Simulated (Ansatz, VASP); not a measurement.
# Two plane-wave programs on GaSb

```
Ga Sb
1.0
     0.00000    3.05561    3.05561
     3.05561    0.00000    3.05561
     3.05561    3.05561    0.00000
Ga Sb
1 1
Direct
  0.00000 0.00000 0.00000
  0.25000 0.25000 0.25000
```

Alike in both runs: task single point; functional PBE0; k mesh 4 × 4 × 4; occupations gaussian, width 0.1 eV; no spin polarisation.

```csv
,VASP,Ansatz
version,VASP 6.6.1,Ansatz 0.2.0
potentials or method,"VASP PAW PBE potentials, release 64 (Ga_d, Sb_d_GW), cutoff 400 eV","scalar-relativistic, plane waves, PAW"
valence electrons in the cell,28,28
```

|  | VASP | Ansatz | Ansatz less VASP |
| --- | --- | --- | --- |
| gap on the k mesh at the Fermi level (eV) | 1.59 | 1.55 | -0.046 |
| least direct gap on the mesh (eV) | 1.59 | 1.55 | -0.046 |

The k mesh is coarse, so the values compare programs but aren't converged. Neither program's run includes spin-orbit coupling.
